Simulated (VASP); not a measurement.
Crystal: LiIn4.

```
Li In
1.0
     3.31488    0.00000    0.00000
    -1.65744    2.87077    0.00000
     0.00000    0.00000   10.65894
Li In
1 4
Direct
  0.00000 0.00000 0.00000
  0.33333 0.66667 0.86586
  0.33333 0.66667 0.37680
  0.66667 0.33333 0.13414
  0.66667 0.33333 0.62320
```

The cell was generated, and may not be a known phase.

```yaml
Program: VASP 6.6.1
Task: relaxation of cell and atoms
Functional: PBE
Potentials_or_basis: VASP PAW PBE potentials, release 64 (Li_sv, In_d)
Cutoff: 600 eV
k_mesh: 6 × 6 × 2
Occupations: gaussian, width 0.1 eV
Spin: no spin polarisation
```

At the start: pressure 13.5 GPa; volume 20.29 Å³/atom.

**Question.** How do energy, volume and symmetry change on relaxing?

**Answer.** Over 15 steps the energy falls by 394.7 meV/atom and the volume is 25.38 Å³/atom (+25.1 %); space group P-3m1 (No. 164, to 0.1 Å) before and after.

Step by step:
| step | energy change (eV) | largest force (eV/Å) | pressure (GPa) | volume (Å³) |
| --- | --- | --- | --- | --- |
| 1 | 0.0000 | 2.2610 | 13.54 | 101.43 |
| 2 | -1.4107 | 1.0227 | -0.01 | 128.66 |
| 3 | -1.4442 | 0.8502 | -1.43 | 135.55 |
| 4 | -1.5967 | 0.7306 | -1.17 | 132.89 |
| 5 | -1.8050 | 0.4770 | -0.26 | 126.92 |
| 6 | -1.6369 | 0.2615 | 4.57 | 114.46 |
| 7 | -1.8442 | 0.3169 | 0.45 | 124.11 |
| 8 | -1.8444 | 0.2958 | 0.59 | 123.72 |
| 9 | -1.8867 | 0.2453 | 0.04 | 125.60 |
| 10 | -1.9246 | 0.2823 | -0.84 | 129.62 |
| 11 | -1.9572 | 0.2542 | 0.03 | 126.19 |
| 12 | -1.9602 | 0.2224 | 0.39 | 124.95 |
| 13 | -1.9726 | 0.0329 | 0.20 | 125.63 |
| 14 | -1.9727 | 0.0275 | 0.19 | 125.69 |
| 15 | -1.9737 | 0.0144 | -0.17 | 126.88 |

Final structure:
```
CELL_PARAMETERS angstrom
3.39031 0.00000 0.00000
-1.69515 2.93609 0.00000
0.00000 0.00000 12.74641
ATOMIC_POSITIONS crystal
Li 0.00000 0.00000 0.00000
In 0.33333 0.66667 0.81964
In 0.33333 0.66667 0.39453
In 0.66667 0.33333 0.18036
In 0.66667 0.33333 0.60547
```

Caveat: the k points lie up to 0.36 Å⁻¹ apart in the final cell, too coarse for converged energies and pressures of a metal; the cutoff is under 1.25 times the usual one of these potentials, so pressure, stress and relaxed cells hold a basis-set (Pulay) error; the volume moved by over 15 % at a fixed basis, so the end points are rough.
